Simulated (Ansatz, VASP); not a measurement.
**C in VASP and in Ansatz**

```xyz
2
Lattice="2.1346 -1.2328 0.0000 2.1346 1.2328 0.0000 -0.0815 0.0000 3.3273" Properties=species:S:1:pos:R:3 pbc="T T T"
C     1.4216    0.0000    0.0000
C     2.7660    0.0000    3.3272
```

Change from the starting cell: the structure that the rattled cell fell into.

Alike in both runs: task single point; functional PBE; k mesh 8 × 8 × 6; occupations gaussian, width 0.1 eV; no spin polarisation.

```csv
,VASP,Ansatz
version,VASP 6.6.1,Ansatz 0.2.0
potentials or method,"VASP PAW PBE potentials, release 64 (C), cutoff 600 eV","scalar-relativistic, plane waves, PAW"
valence electrons in the cell,8,8
```

VASP gave:

```
gap on the k mesh at the Fermi level (eV)                     : 0.50
least direct gap on the mesh (eV)                             : 1.90
pressure (GPa)                                                : 2.2
traceless stress, the component that is largest in VASP (GPa) : 4.73
rms of the force components (eV/Å)                            : 0.090
```

**Question.** Estimate Ansatz's values.

**Answer.** gap on the k mesh at the Fermi level (eV): 0.50; least direct gap on the mesh (eV): 1.90; pressure (GPa): 2.2; traceless stress, the component that is largest in VASP (GPa): 5.07; rms of the force components (eV/Å): 0.090.

Atom by atom the forces differ by 0.000 eV/Å (rms over components).
